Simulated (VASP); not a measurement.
# ZnS (F-43m) in VASP: further runs

Runs on ZnS. Level: PBE. Tasks: elastic constants, single point.

Everything below comes from runs of VASP 6.6.1. Logs are shortened: lines on timing, memory, paths and dates and some standing lists are left out, and cuts for length are marked.

## Step 1: The cell of the first run

The structure is cubic, space group F-43m (No. 216). Conventional cell: a = 5.444 Å, b = 5.444 Å, c = 5.444 Å, α = 90.00°, β = 90.00°, γ = 90.00°. Zn (site symmetry -43m) has 4 S at 2.36 Å within 3.1 Å. S (site symmetry -43m) has 4 Zn at 2.36 Å within 3.1 Å.

## Step 2: Elastic constants, PBE

The input, INCAR:

```
SYSTEM = ZnS
PREC = Accurate
ENCUT = 600
EDIFF = 1E-8
ISMEAR = 0
SIGMA = 0.01
LREAL = .False.
LASPH = .True.
NELM = 60
ALGO = Normal
ISIF = 3
LWAVE = .False.
LCHARG = .False.
GGA = PE
NBANDS = 16
IBRION = 6
NFREE = 2
POTIM = 0.015
NSW = 1
```

The input, KPOINTS:

```
regular mesh
0
Gamma
  10 10 10
  0 0 0
```

The input, POSCAR:

```
ZnS
1.0
    0.0000000000      2.7217980437      2.7217980437
    2.7217980437      0.0000000000      2.7217980437
    2.7217980437      2.7217980437      0.0000000000
Zn S
1 1
Direct
    0.2500000000      0.2500000000      0.2500000000
    0.0000000000      0.0000000000      0.0000000000
```

Potentials or basis: VASP PAW PBE potentials, release 64 (Zn, S).

The run is started by

```bash
$ cat potpaw_PBE.64/Zn/POTCAR potpaw_PBE.64/S/POTCAR > POTCAR
$ mpirun -np 1 vasp_std > vasp.out
```

OUTCAR:

```text
SYSTEM = ZnS
   PREC = Accurate
   ENCUT = 600
   EDIFF = 1E-8
   ISMEAR = 0
   LREAL = .False.
   LASPH = .True.
   NELM = 60
   ISIF = 3
   GGA = PE
   IBRION = 6
   NFREE = 2
   POTIM = 0.015
   NSW = 1

 ion  position               nearest neighbor table
   1  0.250  0.250  0.250-   2 2.36   2 2.36   2 2.36   2 2.36
   2  0.000  0.000  0.000-   1 2.36   1 2.36   1 2.36   1 2.36

  LATTYP: Found a face centered cubic cell.
 ALAT       =     5.4435960874

  Lattice vectors:

 A1 = (   0.0000000000,   2.7217980437,   2.7217980437)
 A2 = (   2.7217980437,   0.0000000000,   2.7217980437)
 A3 = (   2.7217980437,   2.7217980437,   0.0000000000)

Analysis of symmetry for initial positions (statically):
=====================================================================
 Subroutine PRICEL returns:
 Original cell was already a primitive cell.

 Routine SETGRP: Setting up the symmetry group for a
 face centered cubic supercell.

 Subroutine GETGRP returns: Found 24 space group operations
 (whereof 24 operations were pure point group operations)
 out of a pool of 48 trial point group operations.

The static configuration has the point symmetry T_d .

Analysis of symmetry for dynamics (positions and initial velocities):
=====================================================================
 Subroutine PRICEL returns:
 Original cell was already a primitive cell.

 Routine SETGRP: Setting up the symmetry group for a
 face centered cubic supercell.

 Subroutine GETGRP returns: Found 24 space group operations
 (whereof 24 operations were pure point group operations)
 out of a pool of 48 trial point group operations.

The dynamic configuration has the point symmetry T_d .

 Subroutine INISYM returns: Found 24 space group operations
 (whereof 24 operations are pure point group operations),
 and found     1 'primitive' translations

----------------------------------------------------------------------------------------

                                     Primitive cell

  volume of cell :      40.3272

  direct lattice vectors                    reciprocal lattice vectors
     0.000000000  2.721798044  2.721798044    -0.183702094  0.183702094  0.183702094
     2.721798044  0.000000000  2.721798044     0.183702094 -0.183702094  0.183702094
     2.721798044  2.721798044  0.000000000     0.183702094  0.183702094 -0.183702094

  length of vectors
     3.849203707  3.849203707  3.849203707     0.318181360  0.318181360  0.318181360

  position of ions in fractional coordinates (direct lattice)
     0.250000000  0.250000000  0.250000000
     0.000000000  0.000000000  0.000000000

  ion indices of the primitive-cell ions
   primitive index   ion index
                 1           1
                 2           2

----------------------------------------------------------------------------------------

 KPOINTS: regular mesh

Automatic generation of k-mesh.
 Grid dimensions read from file:
 generate k-points for:   10   10   10

 Generating k-lattice:

  Cartesian coordinates                     Fractional coordinates (reciprocal lattice)
    -0.018370209  0.018370209  0.018370209     0.100000000  0.000000000  0.000000000
     0.018370209 -0.018370209  0.018370209     0.000000000  0.100000000  0.000000000
     0.018370209  0.018370209 -0.018370209     0.000000000  0.000000000  0.100000000

  Length of vectors
     0.031818136  0.031818136  0.031818136

  Shift w.r.t. Gamma in fractional coordinates (k-lattice)
     0.000000000  0.000000000  0.000000000

 Subroutine IBZKPT returns following result:
 ===========================================

 Found     47 irreducible k-points:

 Following reciprocal coordinates:
            Coordinates               Weight
  0.000000  0.000000  0.000000      1.000000
  0.100000  0.000000  0.000000      8.000000
  0.200000  0.000000  0.000000      8.000000
  0.300000  0.000000  0.000000      8.000000
  0.400000  0.000000  0.000000      8.000000
[... 47 lines left out ...]
   TEBEG  =    0.0;   TEEND  =   0.0 temperature during run
   PSTRESS=    0.0 pullay stress
   NELECT =      18.0000    total number of electrons
   NUPDOWN=      -1.0000    fix difference up-down
   EMIN   =  10.00;   EMAX   =-10.00  energy-range for DOS
   EFERMI =   0.00;   METHOD = LEGACY
   ISMEAR =     0;   SIGMA  =   0.01  broadening in eV -4-tet -1-fermi 0-gaus
   EFERMI_NEDOS =   21; number of points for ismear=-14 and -15
   IALGO  =     38    algorithm
   IMIX   =      4    mixing-type and parameters
     AMIX     =   0.40;   BMIX     =  1.00
     AMIX_MAG =   1.60;   BMIX_MAG =  1.00
  volume/ion in A,a.u.               =      20.16       136.07
  Fermi-wavevector in a.u.,A,eV,Ry     =   1.251122  2.364278 21.297295  1.565307
  Thomas-Fermi vector in A             =   2.385085
   LORBIT       =      0    0 simple, 1 ext, 2 COOP (PROOUT), +10 PAW based schemes
   GGA     = PE    functional components
   LHFCALC =     F    Hartree Fock is set to
   AEXX    =    0.0000 exact exchange contribution
   IVDW    =     0    specifies the selected vdW correction
   LEPSILON=     F    determine dielectric tensor
   LRPA    =     F    only Hartree local field effects (RPA)
 finite differences with symmetry
 non-spin polarized calculation
 Gauss-broadening in eV      SIGMA  =   0.01
  energy-cutoff  :      600.00
  volume of cell :       40.33
 maximum number of plane-waves:      1363
   NGX = 15   NGY = 15   NGZ = 15

--------------------------------------- Ionic step        1  -------------------------------------------

 number of electron      18.0000009 magnetization

 Free energy of the ion-electron system (eV)
  ---------------------------------------------------
  ext. energy  EPLUGINS =         0.00000000
  ---------------------------------------------------
  free energy    TOTEN  =        -6.85259418 eV

  energy without entropy =       -6.85259418  energy(sigma->0) =       -6.85259418

------------------------ aborting loop because EDIFF is reached ----------------------------------------

  FORCE on cell =-STRESS in cart. coord.  units (eV):
  Direction    XX          YY          ZZ          XY          YZ          ZX
  --------------------------------------------------------------------------------------
  -------------------------------------------------------------------------------------
  Total        0.0401065      0.0401065      0.0401065      0.0000000      0.0000000     -0.0000000
  in kB        1.5934116      1.5934116      1.5934116      0.0000000      0.0000000     -0.0000000
  external PRESSURE =       1.5934116 kB  Pullay stress =       0.0000000 kB
[... 89 lines left out ...]
  FREE ENERGIE OF THE ION-ELECTRON SYSTEM (eV)
  ---------------------------------------------------
  free  energy   TOTEN  =        -6.8492674503 eV

  energy  without entropy=       -6.8492674503  energy(sigma->0) =       -6.84926745

[... ionic steps 4 to 14 ...]

--------------------------------------- Ionic step       15  -------------------------------------------

 number of electron      18.0000006 magnetization

------------------------ aborting loop because EDIFF is reached ----------------------------------------
[... 67 lines left out ...]
--------------------------------------- Ionic step       17  -------------------------------------------

 number of electron      18.0000009 magnetization

 Free energy of the ion-electron system (eV)
  ---------------------------------------------------
  ext. energy  EPLUGINS =         0.00000000
  ---------------------------------------------------
  free energy    TOTEN  =        -6.85198666 eV

  energy without entropy =       -6.85198666  energy(sigma->0) =       -6.85198666

 E-fermi :   2.0477     XC(G=0):  -9.5273

 val. band max:        1.9173569436   @ k =   0.0000   0.0000   0.0000
 cond. band min:       3.9240691626   @ k =   0.0000   0.0000   0.0000
 fundamental gap:      2.0067122189
 Fermi energy:         2.0476532945

 k-point     1 :       0.0000    0.0000    0.0000
  band No.  band energies     occupation
      1     -11.0854      2.00000
      2      -4.3606      2.00000
      3      -4.3503      2.00000
      4      -4.3400      2.00000
      5      -3.8777      2.00000
      6      -3.8777      2.00000
[... 433 lines left out ...]
      3      -4.1182      2.00000
      4      -4.1085      2.00000
      5      -3.8487      2.00000
      6      -3.8237      2.00000
[... 8 lines left out ...]
     15      15.2460      0.00000
     16      17.6206      0.00000

 [... further k-points ...]

------------------------ aborting loop because EDIFF is reached ----------------------------------------

  FORCE on cell =-STRESS in cart. coord.  units (eV):
  Direction    XX          YY          ZZ          XY          YZ          ZX
  --------------------------------------------------------------------------------------
  -------------------------------------------------------------------------------------
  Total        0.0370537      0.0387534      0.0387534      0.0000000     -0.0749145      0.0000000
  in kB        1.4721224      1.5396511      1.5396511      0.0000000     -2.9763123      0.0000000
  external PRESSURE =       1.5171416 kB  Pullay stress =       0.0000000 kB
[... 17 lines left out ...]
  FREE ENERGIE OF THE ION-ELECTRON SYSTEM (eV)
  ---------------------------------------------------
  free  energy   TOTEN  =        -6.8519866594 eV

  energy  without entropy=       -6.8519866594  energy(sigma->0) =       -6.85198666

 INTERNAL STRAIN TENSORS FROM STRAINED CELLS
 ============================================

 INTERNAL STRAIN TENSOR FOR ION    1 for displacements in x,y,z  (eV/Angst):
          X           Y           Z          XY          YZ          ZX
  --------------------------------------------------------------------------------
  x     0.00000     0.00000     0.00000     0.00000    -4.99031     0.00000
  y    -0.00000     0.00000    -0.00000     0.00000     0.00000    -4.99172
  z    -0.00000     0.00000     0.00000    -4.99067     0.00000     0.00000

 INTERNAL STRAIN TENSORS FROM DISPLACED ATOMS
 ============================================

 INTERNAL STRAIN TENSOR FOR ION    1 for displacements in x,y,z  (eV/Angst):
          X           Y           Z          XY          YZ          ZX
  --------------------------------------------------------------------------------
  x     0.00000    -0.00000    -0.00000     0.00000    -4.98558     0.00000
  y     0.00000     0.00000     0.00000     0.00000     0.00000    -4.98558
  z    -0.00000    -0.00000     0.00000    -4.98558     0.00000     0.00000

 INTERNAL STRAIN TENSOR FOR ION    2 for displacements in x,y,z  (eV/Angst):
          X           Y           Z          XY          YZ          ZX
  --------------------------------------------------------------------------------
  x    -0.00000     0.00000     0.00000     0.00000     4.98922     0.00000
  y     0.00000    -0.00000     0.00000     0.00000     0.00000     4.98922
  z     0.00000     0.00000    -0.00000     4.98922     0.00000     0.00000

 Eigenvectors and eigenvalues of the dynamical matrix
 ----------------------------------------------------

   1 f  =    7.834225 THz    49.223887 2PiTHz  261.321614 cm-1    32.399736 meV
             X         Y         Z           dx          dy          dz
      1.360899  1.360899  1.360899     0.574363    0.000000    0.000000
      0.000000  0.000000  0.000000    -0.818601    0.000000    0.000000
[... 21 lines left out ...]
   6 f/i=    0.007185 THz     0.045142 2PiTHz    0.239653 cm-1     0.029713 meV
             X         Y         Z           dx          dy          dz
      1.360899  1.360899  1.360899     0.074054    0.526823    0.622158
      0.000000  0.000000  0.000000     0.051959    0.369640    0.436531

--------------------------------------------------------------------------------------------------------

 ELASTIC MODULI CONTR FROM IONIC RELAXATION (kBar)
 Direction    XX          YY          ZZ          XY          YZ          ZX
 --------------------------------------------------------------------------------
 XX          -0.0000      0.0000      0.0000     -0.0000      0.0000      0.0000
 YY           0.0000     -0.0000     -0.0000     -0.0000     -0.0000      0.0000
 ZZ           0.0000     -0.0000     -0.0000      0.0000     -0.0000      0.0000
 XY          -0.0000     -0.0000      0.0000   -182.7816      0.0000      0.0000
 YZ           0.0000     -0.0000     -0.0000      0.0000   -182.7816      0.0000
 ZX           0.0000      0.0000      0.0000      0.0000      0.0000   -182.7816
 --------------------------------------------------------------------------------

 TOTAL ELASTIC MODULI (kBar)
 Direction    XX          YY          ZZ          XY          YZ          ZX
 --------------------------------------------------------------------------------
 XX         972.4477    564.1811    564.1811     -0.0000      0.0000     -0.0000
 YY         564.1811    972.4477    564.1811     -0.0000     -0.0000      0.0000
 ZZ         564.1811    564.1811    972.4477      0.0000     -0.0000      0.0000
 XY          -0.0000     -0.0000      0.0000    460.2212      0.0000      0.0000
 YZ           0.0000     -0.0000     -0.0000      0.0000    460.2212      0.0000
 ZX          -0.0000      0.0000      0.0000      0.0000      0.0000    460.2212
 --------------------------------------------------------------------------------
```

It took 9.6 min on 1 thread of Intel Xeon 6975P-C (Granite Rapids), shared host; peak memory 0.47 GiB.

Results:

| Item | Value |
| --- | --- |
| Elastic constants C11, C12, C44 | 97, 56, 46 GPa |
| Voigt bulk modulus | 70 GPa |
| Highest phonon frequency at Γ, LO-TO splitting left out | 261 cm⁻¹ |

Phonon frequencies in cm⁻¹ (negative: imaginary):
| q point | frequencies |
| --- | --- |
| (0.000, 0.000, 0.000) | 0 0 0 261 261 261 |

Elastic tensor in Voigt notation (GPa, in the Cartesian axes of the cell as first typed):
```
97 56 56  0  0  0
56 97 56  0  0  0
56 56 97  0  0  0
 0  0  0 46  0  0
 0  0  0  0 46  0
 0  0  0  0  0 46
```

Clamped-ion elastic tensor (GPa):
```
97 56 56  0  0  0
56 97 56  0  0  0
56 56 97  0  0  0
 0  0  0 64  0  0
 0  0  0  0 64  0
 0  0  0  0  0 64
```

## Step 3: Single point, PBE

The input, POSCAR:

```
ZnS
1.0
    0.0000000000      2.7214810280      2.7214810280
    2.7214810280      0.0000000000      2.7214810280
    2.7214810280      2.7214810280      0.0000000000
Zn S
1 1
Direct
    0.2500000000      0.2500000000      0.2500000000
    0.0000000000      0.0000000000      0.0000000000
```

The input, INCAR.step1:

```
PREC     = Accurate       # precision mode
ENCUT    = 520            # plane-wave cutoff, eV
EDIFF    = 1E-7           # SCF threshold, eV
ISMEAR   = 0              # smearing method
SIGMA    = 0.02           # smearing width, eV
LREAL    = F              # projectors in reciprocal space
LASPH    = T              # aspherical terms in the spheres
NELM     = 80             # most SCF steps
ALGO     = Normal         # electronic algorithm
ISIF     = 2              # what is computed and relaxed
LWAVE    = F              # write WAVECAR
LCHARG   = T              # write CHGCAR
GGA      = PE             # functional
NBANDS   = 16             # bands
```

The input, KPOINTS.step1:

```
regular mesh
0
Gamma
  10 10 10
```

The input, INCAR.step2:

```
PREC     = Accurate       # precision mode
ENCUT    = 520            # plane-wave cutoff, eV
EDIFF    = 1E-7           # SCF threshold, eV
ISMEAR   = -5             # smearing method
SIGMA    = 0.02           # smearing width, eV
LREAL    = F              # projectors in reciprocal space
LASPH    = T              # aspherical terms in the spheres
NELM     = 80             # most SCF steps
ALGO     = Normal         # electronic algorithm
ISIF     = 2              # what is computed and relaxed
LWAVE    = F              # write WAVECAR
LCHARG   = F              # write CHGCAR
GGA      = PE             # functional
LORBIT   = 10             # projections on sites
NEDOS    = 2001           # points of the DOS
ICHARG   = 11             # starting density
```

The input, KPOINTS.step2:

```
regular mesh
0
Gamma
  15 15 15
```

Potentials or basis: VASP PAW PBE potentials, release 64 (Zn, S).

The run is started by

```bash
$ cat potpaw_PBE.64/Zn/POTCAR potpaw_PBE.64/S/POTCAR > POTCAR
$ cp INCAR.step1 INCAR
$ cp KPOINTS.step1 KPOINTS
$ mpirun -np 1 vasp_std > vasp.out
$ cp INCAR.step2 INCAR
$ cp KPOINTS.step2 KPOINTS
$ mpirun -np 1 vasp_std > vasp.out
```

Wall time 94 s (1 thread of Intel Xeon 8259CL, shared host); peak memory 0.2 GiB.

Results (log left out):

| Item | Value |
| --- | --- |
| Valence electrons inside the program's atomic spheres | Zn 10.77; S 3.74 |

Levels at points of the mesh, in eV from the valence-band top:
```tsv
k point	band 5	band 6	band 7	band 8	band 9	band 10	band 11	band 12	band 13
(0.00, 0.00, 0.00)	-5.78	-5.78	0.00	0.00	0.00	2.02	6.41	6.41	6.41
```
